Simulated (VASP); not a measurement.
The system is BeTe.

```
Te Be
1.0
     0.00000    2.77000    2.77000
     2.77000    0.00000    2.77000
     2.77000    2.77000    0.00000
Te Be
1 1
Direct
  0.75000 0.75000 0.75000
  0.00000 0.00000 0.00000
```

Base run:

```yaml
Program: VASP 6.6.1
Functional: HSE06
Potentials_or_basis: VASP PAW PBE potentials, release 64 (Te, Be)
Cutoff: 520 eV
k_mesh: 6 × 6 × 6
Occupations: fermi-dirac, width 0.05 eV
Spin: no spin polarisation
```

Its results: band gap on the k mesh 2.50 eV (least direct gap 4.42 eV); pressure 3.2 GPa.

**Question.** The run is repeated on the same cell with these changes: functional from HSE06 to PBE0; further incar settings from ALGO = Normal; EDIFF = 1e-07; NBANDS = 11 to ALGO = Normal; EDIFF = 1e-06; NBANDS = 11. What comes out?

**Answer.** Band gap on the k mesh 3.18 eV (least direct gap 5.11 eV); pressure 3.1 GPa.

Caveats: the cell stands under pressure; the PAW data sets were made with another functional, which shifts forces and pressure a little; spin-orbit coupling is left out, which moves the levels of the heavy elements.

A k mesh can miss the band edges.
